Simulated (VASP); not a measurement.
# W (P6/mmm) in VASP: a series of runs, part 2 of 2

VASP 6.6.1. Earlier steps stand in the parts before.

**3. Single point, PBEsol**

Input file INCAR:

```
SYSTEM = W
PREC = Accurate
ENCUT = 520
EDIFF = 1E-6
ISMEAR = -1
SIGMA = 0.1
LREAL = .FALSE.
LASPH = .TRUE.
NELM = 60
ALGO = Normal
ISIF = 2
LWAVE = .FALSE.
LCHARG = .TRUE.
GGA = PS
LELF = .TRUE.
LVHAR = .TRUE.
NBANDS = 13
```

Input file KPOINTS:

```
Automatic mesh
0
G
  17 17 15
  0 0 0
```

Input file POSCAR:

```
W
1.0
    2.6730296769      0.0000000000      0.0000000000
   -1.3365148384      2.3149116052      0.0000000000
    0.0000000000      0.0000000000      2.4731865212
W
1
Direct
    0.0000000000      0.0000000000      0.0000000000
```

Potentials or basis: VASP PAW PBE potentials, release 64 (W_sv).

Run with:

```bash
$ cat potpaw_PBE.64/W_sv/POTCAR > POTCAR
$ mpirun -np 1 vasp_std > vasp.out
```

OUTCAR:

```text
SYSTEM = W
   PREC = Accurate
   ENCUT = 520
   EDIFF = 1E-6
   ISMEAR = -1
   LREAL = .FALSE.
   LASPH = .TRUE.
   NELM = 60
   ISIF = 2
   GGA = PS

 ion  position               nearest neighbor table
   1  0.000  0.000  0.000-

  LATTYP: Found a hexagonal cell.
 ALAT       =     2.6730296769
 C/A-ratio  =     0.9252372103

  Lattice vectors:

 A1 = (   2.6730296769,   0.0000000000,   0.0000000000)
 A2 = (  -1.3365148384,   2.3149116052,   0.0000000000)
 A3 = (   0.0000000000,   0.0000000000,   2.4731865212)

Analysis of symmetry for initial positions (statically):
=====================================================================
 Subroutine PRICEL returns:
 Original cell was already a primitive cell.

 Routine SETGRP: Setting up the symmetry group for a
 hexagonal supercell.

 Subroutine GETGRP returns: Found 24 space group operations
 (whereof 24 operations were pure point group operations)
 out of a pool of 24 trial point group operations.

The static configuration has the point symmetry D_6h.

Analysis of symmetry for dynamics (positions and initial velocities):
[... 159 lines left out ...]
 val. band max:       11.6853019937   @ k =   0.0588   0.0000   0.3333
 cond. band min:      11.7011733274   @ k =   0.0588   0.0000   0.4667
 fundamental gap:      0.0158713337
 Fermi energy:        11.6910607799

 k-point     1 :       0.0000    0.0000    0.0000
  band No.  band energies     occupation
      1     -62.2132      2.00000
      2     -25.6387      2.00000
      3     -25.6387      2.00000
      4     -25.5355      2.00000
      5       2.0655      2.00000
      6       6.4398      2.00000
      7      10.6867      1.99991
      8      10.6867      1.99991
      9      17.6676      0.00000
     10      17.6676      0.00000
     11      24.3671      0.00000
     12      28.0034      0.00000
     13      32.9008      0.00000
[... 354 lines left out ...]
  band No.  band energies     occupation
      1     -62.1009      2.00000
      2     -26.6998      2.00000
      3     -26.0141      2.00000
      4     -25.4097      2.00000
      5       5.3069      2.00000
      6       8.0521      2.00000
      7       8.2841      2.00000
      8      14.5727      0.00000
      9      14.9850      0.00000
     10      16.6282      0.00000
     11      24.9287      0.00000
     12      26.8293      0.00000
     13      33.2410      0.00000

 [... further k-points ...]
[... 5 lines left out ...]
  --------------------------------------------------------------------------------------
  -------------------------------------------------------------------------------------
  Total        3.0752915      3.0752915      3.1972396      0.0000000     -0.0000000      0.0000000
  in kB      321.9599148    321.9599148    334.7269623      0.0000000     -0.0000000      0.0000000
  external PRESSURE =     326.2155973 kB  Pullay stress =       0.0000000 kB

 VOLUME and BASIS-vectors are now :
 -----------------------------------------------------------------------------
  energy-cutoff  :      520.00
  volume of cell :       15.30
      direct lattice vectors                 reciprocal lattice vectors
     2.673029677  0.000000000  0.000000000     0.374107332  0.215990969  0.000000000
    -1.336514838  2.314911605  0.000000000     0.000000000  0.431981937  0.000000000
     0.000000000  0.000000000  2.473186521     0.000000000  0.000000000  0.404336669

 POSITION                                       TOTAL-FORCE (eV/Angst)
 -----------------------------------------------------------------------------------
      0.00000      0.00000      0.00000         0.000000      0.000000      0.000000
 -----------------------------------------------------------------------------------
    total drift:                               -0.000000      0.000000     -0.000000

  FREE ENERGIE OF THE ION-ELECTRON SYSTEM (eV)
  ---------------------------------------------------
  free  energy   TOTEN  =       -12.4604820749 eV

  energy  without entropy=      -12.4397093876  energy(sigma->0) =      -12.45009573
```

stdout:

```text
POSCAR found type information on POSCAR W
 POSCAR found :  1 types and       1 ions
 scaLAPACK will be used
 -----------------------------------------------------------------------------
|                                                                             |
|                                                                             |
|     You enforced a specific xc type in the INCAR file but a different       |
|     I HOPE YOU KNOW WHAT YOU ARE DOING!                                     |
|                                                                             |
 -----------------------------------------------------------------------------

 LDA part: xc-table for (Slater+PW92), standard interpolation
 POSCAR, INCAR and KPOINTS ok, starting setup
 FFT: planning ... GRIDC
 FFT: planning ... GRID_SOFT
 FFT: planning ... GRID
 WAVECAR not read
 entering main loop
```

It took 38 s on 1 thread of AMD EPYC 7R43 (Zen 3), shared host; peak memory 0.13 GiB.

Results:

```yaml
Free_energy: -12.4605 eV
Pressure: 32.6 GPa
Band_gap_on_the_k_mesh: zero (band 7 reaches 12.35 eV, above the bottom of band 8 at 10.69 eV)
```

Levels at points of the mesh, in eV from the Fermi level:
```csv
k point,band 4,band 5,band 6,band 7,band 8,band 9,band 10,band 11
"(0.00, 0.00, 0.00)",-37.23,-9.63,-5.25,-1.00,-1.00,5.98,5.98,12.68
```

Caveat: the PAW data sets were made with another functional, which shifts forces and pressure a little; spin-orbit coupling is left out, which moves the levels of the heavy elements.

**4. Relaxation of cell and atoms, PBEsol, target pressure 31 GPa, at which the enthalpy is minimised**

This run uses another cell than the first one: it holds 3 atoms, not 1.

Input file INCAR:

```
PREC = Accurate ; ENCUT = 600
EDIFF = 1E-7 ; ISMEAR = -1
SIGMA = 0.1 ; LREAL = False
LASPH = True ; NELM = 100
ALGO = Normal ; ISIF = 3
LWAVE = False ; LCHARG = False
GGA = PS ; IBRION = 2
NSW = 60 ; EDIFFG = -0.005
PSTRESS = 310.0
```

Input file KPOINTS:

```
regular mesh
0
Gamma
  9 9 12
```

Input file POSCAR:

```
W
1.0
    4.3431644911      0.0000000000      0.0000000000
   -2.1715822456      3.7612907821      0.0000000000
    0.0000000000      0.0000000000      2.6927619845
W
3
Direct
    0.0000000000      0.0000000000      0.0000000000
    0.3333333333      0.6666666667      0.5000000000
    0.6666666667      0.3333333333      0.5000000000
```

Potentials or basis: VASP PAW PBE potentials, release 64 (W_sv).

Run with:

```bash
$ cat potpaw_PBE.64/W_sv/POTCAR > POTCAR
$ mpirun -np 1 vasp_std > vasp.out
```

OUTCAR:

```text
PREC = Accurate
   ENCUT = 600
   EDIFF = 1E-7
   ISMEAR = -1
   LREAL = False
   LASPH = True
   NELM = 100
   ISIF = 3
   GGA = PS
   IBRION = 2
   NSW = 60
   EDIFFG = -0.005
   PSTRESS = 310.0

 ion  position               nearest neighbor table
   1  0.000  0.000  0.000-   2 2.85   3 2.85   2 2.85   3 2.85   3 2.85   3 2.85   2 2.85   2 2.85
                             3 2.85   3 2.85   2 2.85   2 2.85
   2  0.333  0.667  0.500-   3 2.51   3 2.51   3 2.51   1 2.85   1 2.85   1 2.85   1 2.85   1 2.85
                             1 2.85
   3  0.667  0.333  0.500-   2 2.51   2 2.51   2 2.51   1 2.85   1 2.85   1 2.85   1 2.85   1 2.85
                             1 2.85

[... 382 lines left out ...]
--------------------------------------- Ionic step       10  -------------------------------------------

 number of electron      41.9999997 magnetization

 Free energy of the ion-electron system (eV)
  ---------------------------------------------------
  ext. energy  EPLUGINS =         0.00000000
  ---------------------------------------------------
  free energy    TOTEN  =       -39.43231593 eV

  energy without entropy =      -39.32200575  energy(sigma->0) =      -39.37716084

 E-fermi :  12.0904     XC(G=0): -14.1434

 val. band max:       12.0804205911   @ k =   0.1111   0.1111   0.2500
 cond. band min:      12.0930007253   @ k =   0.2222   0.0000   0.4167
 fundamental gap:      0.0125801342
 Fermi energy:        12.0903632467

 k-point     1 :       0.0000    0.0000    0.0000
  band No.  band energies     occupation
      1     -61.6919      2.00000
      2     -61.5391      2.00000
      3     -61.4024      2.00000
      4     -26.3385      2.00000
      5     -26.3385      2.00000
      6     -26.1629      2.00000
[... 661 lines left out ...]
     24      14.2282      0.00000
     25      15.4804      0.00000

 [... further k-points ...]
[... 5 lines left out ...]
  --------------------------------------------------------------------------------------
  -------------------------------------------------------------------------------------
  Total        8.5688617      8.5688617      8.5672581     -0.0000000      0.0000000      0.0000000
  in kB      310.0050497    310.0050497    309.9470330     -0.0000000      0.0000000      0.0000000
  external PRESSURE =      -0.0142892 kB  Pullay stress =     310.0000000 kB
[... 22 lines left out ...]
  energy  without entropy=      -39.3220057476  energy(sigma->0) =      -39.37716084

  enthalpy is  TOTEN    =       -30.8635937633 eV   P V=        8.5687221629

 reached required accuracy - stopping structural energy minimisation
```

OSZICAR:

```text
N       E                     dE             d eps       ncg     rms          rms(c)
DAV:   1     0.500874791038E+03    0.50087E+03   -0.26767E+04  4208   0.221E+03
DAV:   2    -0.185229216277E+02   -0.51940E+03   -0.51428E+03  4504   0.625E+02
[... 98 lines left out ...]
DAV:   1    -0.394334885419E+02   -0.66764E-02   -0.38421E-02  4233   0.188E+00    0.228E-01
DAV:   2    -0.394325695590E+02    0.91898E-03   -0.17761E-03  4389   0.375E-01    0.913E-02
DAV:   3    -0.394323317255E+02    0.23783E-03   -0.94944E-04  5181   0.257E-01    0.550E-02
DAV:   4    -0.394323172235E+02    0.14502E-04   -0.14078E-04  4980   0.125E-01    0.370E-02
DAV:   5    -0.394323174185E+02   -0.19503E-06   -0.11835E-05  4939   0.326E-02    0.712E-03
DAV:   6    -0.394323159322E+02    0.14863E-05   -0.53949E-06  4761   0.192E-02    0.176E-03
DAV:   7    -0.394323159262E+02    0.60072E-08   -0.24132E-07  3258   0.470E-03
  10 F= -.30863594E+02 E0= -.30808439E+02  d E =-.110960E-03
```

Run time: 4 min. Hardware: 1 thread of Intel Xeon 6975P-C (Granite Rapids), shared host; peak memory 0.24 GiB.

Results:

```yaml
Free_energy: -39.4323 eV
Relaxed_volume: 14.76 Å³/atom
Relaxed_cell: a = 4.500 Å, b = 4.500 Å, c = 2.525 Å, α = 90.00°, β = 90.00°, γ = 120.00°
Space_group_after_relaxing_to_0.05_Å: P6/mmm (No. 191)
Energy_change_on_relaxing_the_enthalpy_is_what_falls: -178.7 meV/atom
Ionic_steps: 10
Pressure_after_relaxing: 31.0 GPa
Band_gap_on_the_k_mesh: zero (band 21 reaches 12.74 eV, above the bottom of band 22 at 11.71 eV)
```

Step by step:
| step | energy change (eV) | largest force (eV/Å) | pressure (GPa) | volume (Å³) |
| --- | --- | --- | --- | --- |
| 1 | 0.0000 | 0.0000 | 33.52 | 43.99 |
| 2 | -0.3431 | 0.0000 | 28.35 | 45.04 |
| 3 | -0.6151 | 0.0000 | 27.03 | 44.73 |
| 4 | -0.6079 | 0.0000 | 27.15 | 44.69 |
| 5 | -0.6114 | 0.0000 | 27.11 | 44.70 |
| 6 | -0.1232 | 0.0000 | 48.41 | 42.65 |
| 7 | -0.5414 | 0.0000 | 30.77 | 44.31 |
| 8 | -0.5398 | 0.0000 | 30.85 | 44.31 |
| 9 | -0.5304 | 0.0000 | 31.19 | 44.26 |
| 10 | -0.5360 | 0.0000 | 31.00 | 44.29 |

Final structure:
```
W
1.0
     4.50018    0.00000    0.00000
    -2.25009    3.89727    0.00000
     0.00000    0.00000    2.52508
W
3
Direct
  0.00000 0.00000 0.00000
  0.33333 0.66667 0.50000
  0.66667 0.33333 0.50000
```

Caveat: the cell is relaxed towards a set pressure, so the enthalpy falls and the energy may rise; the PAW data sets were made with another functional, which shifts forces and pressure a little; spin-orbit coupling is left out, which moves the levels of the heavy elements.

**5. The runs side by side**

```tsv
task	cell	k mesh	cutoff (eV)	gap on the mesh (eV)	pressure (GPa)
single point	a = 2.673, b = 2.673, c = 2.474 Å, angles 90.0, 90.0, 120.0°, 1 atom	17 × 17 × 15	520	none	32.5
single point	a = 2.673, b = 2.673, c = 2.473 Å, angles 90.0, 90.0, 120.0°, 1 atom	17 × 17 × 15	520	none	32.6
relaxation of cell and atoms	relaxed to 31 GPa from a = 4.343, b = 4.343, c = 2.693 Å, angles 90.0, 90.0, 120.0°, 3 atoms	9 × 9 × 12	600	none	31.0
```

Alike in all rows: level PBEsol; potentials or basis VASP PAW PBE potentials, release 64 (W_sv); no spin polarisation; smearing fermi-dirac 0.1 eV.

Caveats: the PAW data sets were made with another functional, which shifts forces and pressure a little; spin-orbit coupling is left out, which moves the levels of the heavy elements; the cell is relaxed towards a set pressure, so the enthalpy falls and the energy may rise (some runs).

Total energies depend on the potentials used, so only differences within one code and one set of settings carry meaning.
